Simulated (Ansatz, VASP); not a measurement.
# Mg in VASP and in Ansatz

```
CELL_PARAMETERS angstrom
3.18282 0.00000 0.00000
-1.59141 2.75640 0.00000
0.00000 0.00000 5.14874
ATOMIC_POSITIONS crystal
Mg 0.33333 0.66667 0.25000
Mg 0.66667 0.33333 0.75000
```

Alike in both runs: functional r2SCAN; k mesh 18 × 18 × 10; occupations fermi-dirac, width 0.1 eV; no spin polarisation.

Ansatz relaxed the structure, and its values are those at the end. VASP's run is a single point on that final structure, the one shown.

|  | VASP | Ansatz |
| --- | --- | --- |
| version | VASP 6.6.1 | Ansatz 0.2.0 |
| potentials or method | VASP PAW PBE potentials, release 64 (Mg) | PAW with Ansatz's default frozen-core files, scalar-relativistic |
| plane-wave cutoff (eV) | 520 | 500 |
| valence electrons in the cell | 4 | 20 |

VASP gave:

| Item | Value |
| --- | --- |
| pressure (GPa) | -0.3 |

**Question.** What did Ansatz give for the same quantities?

**Answer.** Pressure (GPa): 0.0.

VASP's potentials were made for PBE, not for r2SCAN. VASP's potentials hold 4 valence electrons a cell and Ansatz's 20, so a difference there can come from the potentials and not from the codes.
